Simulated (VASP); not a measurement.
A run of VASP 6.6.1 is set up as follows.

POSCAR

```
Cu
1.0
   -1.4211514202      1.4211514202      1.3347990065
    1.4211514202     -1.4211514202      1.3347990065
    1.4211514202      1.4211514202     -1.3347990065
Cu
1
Direct
    0.0000000000      0.0000000000      0.0000000000
```

INCAR.step1

```
SYSTEM = Cu
PREC = Accurate
ENCUT = 520
ISMEAR = 0
SIGMA = 0.15
LREAL = .FALSE.
LASPH = .TRUE.
NELM = 60
NBANDS = 12
GGA = PE
ALGO = Normal
EDIFF = 1E-4
LWAVE = .TRUE.
LCHARG = .FALSE.
```

Contents of INCAR.step2:

```
SYSTEM = Cu
PREC = Accurate
ENCUT = 520
EDIFF = 1E-6
ISMEAR = 0
SIGMA = 0.15
LREAL = .FALSE.
LASPH = .TRUE.
NELM = 60
ALGO = Normal
ISIF = 2
LWAVE = .FALSE.
LCHARG = .FALSE.
METAGGA = R2SCAN
LMIXTAU = .TRUE.
NBANDS = 12
ISTART = 1
```

File KPOINTS:

```
Automatic mesh
0
G
  24 24 24
  0 0 0
```

Potentials or basis: VASP PAW PBE potentials, release 64 (Cu).

Command:

```bash
$ cat potpaw_PBE.64/Cu/POTCAR > POTCAR
$ cp INCAR.step1 INCAR
$ mpirun -np 1 vasp_std > vasp.out
$ cp INCAR.step2 INCAR
$ mpirun -np 1 vasp_std > vasp.out
```

Predict the band gap on the k mesh.

zero (an odd number of electrons rules out a gap without spin polarisation).

Estimate the pressure.

12.6 GPa.

Stress tensor (GPa, compression positive):
```
12.34  0.00  0.00
 0.00 12.34  0.00
 0.00  0.00 13.03
```

Caveat: the cell differs from its parent crystal (strain -0.015 along x and y, -0.030 along z); the cell stands under pressure; the PAW data sets were made with another functional, which shifts forces and pressure a little.
